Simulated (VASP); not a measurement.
# W3S in VASP: single point with PBE

Aim: the single point of W3S with PBE.

Everything below comes from runs of VASP 6.6.1. Logs are shortened: lines on timing, memory, paths and dates and some standing lists are left out, and cuts for length are marked.

**1. The cell of the first run**

The cell holds a slab with vacuum, 4 atoms: a = 2.855 Å, b = 2.855 Å, c = 19.445 Å, α = 90.00°, β = 90.00°, γ = 90.00°.

**2. Single point, PBE**

File INCAR:

```
ALGO = Normal
DIPOL = 0.5 0.5 0.356
EDIFF = 1E-6
ENCUT = 520
GGA = PE
IDIPOL = 3
ISIF = 2
ISMEAR = 0
LASPH = T
LCHARG = F
LDIPOL = T
LREAL = F
LWAVE = F
NBANDS = 32
NELM = 60
PREC = Accurate
SIGMA = 0.1
```

File KPOINTS:

```
k-points
0
Gamma
  9 9 1
```

File POSCAR:

```
W3S
1.0
    2.8547213223      0.0000000000      0.0000000000
    0.0000000000      2.8547213223      0.0000000000
    0.0000000000      0.0000000000     19.4446428902
W S
3 1
Direct
    0.5000000000      0.5000000000      0.2057121863
    0.0000000000      0.0000000000      0.3071173012
    0.5000000000      0.5000000000      0.4085774645
    0.5000000000      1.0000000000      0.5045900559
```

Potentials or basis: VASP PAW PBE potentials, release 64 (W_sv, S).

The run is started by

```sh
$ cat potpaw_PBE.64/W_sv/POTCAR potpaw_PBE.64/S/POTCAR > POTCAR
$ mpirun -np 1 vasp_std > vasp.out
```

OUTCAR:

```text
EDIFF = 1E-6
   ENCUT = 520
   GGA = PE
   ISIF = 2
   ISMEAR = 0
   LASPH = T
   LREAL = F
   NELM = 60
   PREC = Accurate

 ion  position               nearest neighbor table
   1  0.500  0.500  0.206-   2 2.82   2 2.82   2 2.82   2 2.82
   2  0.000  0.000  0.307-   1 2.82   1 2.82   1 2.82   1 2.82   3 2.82   3 2.82   3 2.82   3 2.82

   3  0.500  0.500  0.409-   4 2.35   4 2.35   2 2.82   2 2.82   2 2.82   2 2.82
   4  0.500  0.000  0.505-   3 2.35   3 2.35

  LATTYP: Found a simple tetragonal cell.
 ALAT       =     2.8547213223
 C/A-ratio  =     6.8113979247

  Lattice vectors:

 A1 = (   2.8547213223,   0.0000000000,   0.0000000000)
 A2 = (   0.0000000000,   2.8547213223,   0.0000000000)
 A3 = (   0.0000000000,   0.0000000000,  19.4446428902)

Analysis of symmetry for initial positions (statically):
=====================================================================
 Subroutine PRICEL returns:
 Original cell was already a primitive cell.

 Routine SETGRP: Setting up the symmetry group for a
 simple tetragonal supercell.

 Subroutine GETGRP returns: Found  4 space group operations
 (whereof  4 operations were pure point group operations)
 out of a pool of 16 trial point group operations.

The static configuration has the point symmetry C_2v.

Analysis of symmetry for dynamics (positions and initial velocities):
=====================================================================
 Subroutine PRICEL returns:
 Original cell was already a primitive cell.

 Routine SETGRP: Setting up the symmetry group for a
 simple tetragonal supercell.

 Subroutine GETGRP returns: Found  4 space group operations
 (whereof  4 operations were pure point group operations)
 out of a pool of 16 trial point group operations.

The dynamic configuration has the point symmetry C_2v.

 Subroutine INISYM returns: Found  4 space group operations
 (whereof  4 operations are pure point group operations),
 and found     1 'primitive' translations

----------------------------------------------------------------------------------------

                                     Primitive cell

  volume of cell :     158.4628

  direct lattice vectors                    reciprocal lattice vectors
     2.854721322  0.000000000  0.000000000     0.350296890  0.000000000  0.000000000
     0.000000000  2.854721322  0.000000000     0.000000000  0.350296890  0.000000000
     0.000000000  0.000000000 19.444642890     0.000000000  0.000000000  0.051428047

  length of vectors
     2.854721322  2.854721322 19.444642890     0.350296890  0.350296890  0.051428047

[... 92 lines left out ...]
   TEBEG  =    0.0;   TEEND  =   0.0 temperature during run
   PSTRESS=    0.0 pullay stress
   NELECT =      48.0000    total number of electrons
   NUPDOWN=      -1.0000    fix difference up-down
   EMIN   =  10.00;   EMAX   =-10.00  energy-range for DOS
   EFERMI =   0.00;   METHOD = LEGACY
   ISMEAR =     0;   SIGMA  =   0.10  broadening in eV -4-tet -1-fermi 0-gaus
   EFERMI_NEDOS =   21; number of points for ismear=-14 and -15
   IALGO  =     38    algorithm
   IMIX   =      4    mixing-type and parameters
     AMIX     =   0.40;   BMIX     =  1.00
     AMIX_MAG =   1.60;   BMIX_MAG =  1.00
  volume/ion in A,a.u.               =      39.62       267.34
  Fermi-wavevector in a.u.,A,eV,Ry     =   1.099460  2.077678 16.446890  1.208812
  Thomas-Fermi vector in A             =   2.235855
   LORBIT       =      0    0 simple, 1 ext, 2 COOP (PROOUT), +10 PAW based schemes
   GGA     = PE    functional components
   LHFCALC =     F    Hartree Fock is set to
   AEXX    =    0.0000 exact exchange contribution
   IVDW    =     0    specifies the selected vdW correction
   LEPSILON=     F    determine dielectric tensor
   LRPA    =     F    only Hartree local field effects (RPA)
 non-spin polarized calculation
 Gauss-broadening in eV      SIGMA  =   0.10
  energy-cutoff  :      520.00
  volume of cell :      158.46
 maximum number of plane-waves:      4297
 NGX is ok and might be reduce to    24
   NGX = 11   NGY = 11   NGZ = 73

 dipolmoment           0.000000      0.000000     -0.042644 electrons x Angstroem

 number of electron      47.9999995 magnetization

 dipolmoment           0.000000      0.000000      0.031904 electrons x Angstroem

 Free energy of the ion-electron system (eV)
  ---------------------------------------------------
  ext. energy  EPLUGINS =         0.00000000
  ---------------------------------------------------
  free energy    TOTEN  =       -40.13588125 eV

  energy without entropy =      -40.11461866  energy(sigma->0) =      -40.12524996

 E-fermi :   1.2392     XC(G=0):  -6.1662

 val. band max:        1.2385035280   @ k =   0.1111   0.1111   0.0000
 cond. band min:       1.2418479485   @ k =  -0.2222   0.3333   0.0000
 fundamental gap:      0.0033444205
 Fermi energy:         1.2391638990

 k-point     1 :       0.0000    0.0000    0.0000
  band No.  band energies     occupation
      1     -72.6248      2.00000
      2     -72.5520      2.00000
      3     -72.3926      2.00000
      4     -37.2076      2.00000
      5     -36.9147      2.00000
      6     -36.5838      2.00000
[... 829 lines left out ...]
     31       6.0648      0.00000
     32       7.1507      0.00000

 [... further k-points ...]

------------------------ aborting loop because EDIFF is reached ----------------------------------------

 vacuum level on the upper side and lower side of the slab       (xc-potential included)         0.181        -0.555

  FORCE on cell =-STRESS in cart. coord.  units (eV):
  Direction    XX          YY          ZZ          XY          YZ          ZX
  --------------------------------------------------------------------------------------
  -------------------------------------------------------------------------------------
  Total       -1.1567518     -1.1979419      0.5942580      0.0000000      0.0000000      0.0000000
  in kB      -11.6956224    -12.1120854      6.0083917      0.0000000      0.0000000      0.0000000
  external PRESSURE =      -5.9331054 kB  Pullay stress =       0.0000000 kB

 VOLUME and BASIS-vectors are now :
 -----------------------------------------------------------------------------
  energy-cutoff  :      520.00
  volume of cell :      158.46
      direct lattice vectors                 reciprocal lattice vectors
     2.854721322  0.000000000  0.000000000     0.350296890  0.000000000  0.000000000
     0.000000000  2.854721322  0.000000000     0.000000000  0.350296890  0.000000000
     0.000000000  0.000000000 19.444642890     0.000000000  0.000000000  0.051428047

 POSITION                                       TOTAL-FORCE (eV/Angst)
 -----------------------------------------------------------------------------------
      1.42736      1.42736      4.00000         0.000000      0.000000     -0.194419
      0.00000      0.00000      5.97179         0.000000      0.000000      0.075454
      1.42736      1.42736      7.94464         0.000000      0.000000      0.108730
      1.42736      0.00000      9.81157         0.000000      0.000000      0.010235
 -----------------------------------------------------------------------------------
    total drift:                                0.000000     -0.000000      0.000130

  FREE ENERGIE OF THE ION-ELECTRON SYSTEM (eV)
  ---------------------------------------------------
  free  energy   TOTEN  =       -40.1358812535 eV

  energy  without entropy=      -40.1146186575  energy(sigma->0) =      -40.12524996

 vacuum level on the upper side and lower side of the slab         6.348         5.574
```

stdout:

```text
POSCAR found type information on POSCAR W S
 POSCAR found :  2 types and       4 ions
 scaLAPACK will be used
 LDA part: xc-table for (Slater+PW92), standard interpolation
 POSCAR, INCAR and KPOINTS ok, starting setup
 FFT: planning ... GRIDC
 FFT: planning ... GRID_SOFT
 FFT: planning ... GRID
 WAVECAR not read
 entering main loop
```

Run time: 1.8 min. Hardware: 1 thread of Intel Xeon 6975P-C (Granite Rapids), shared host; peak memory 0.32 GiB.

Results:

- Free energy: -40.1359 eV
- Largest force: 0.194 eV/Å
- Band gap on the k mesh: zero (band 24 reaches 2.40 eV, above the bottom of band 25 at 1.05 eV)

Forces on the atoms (eV/Å):
```
W    0.000  0.000 -0.194
W    0.000  0.000  0.075
W    0.000  0.000  0.109
S    0.000  0.000  0.010
```

Caveat: spin-orbit coupling is left out, which moves the levels of the heavy elements.
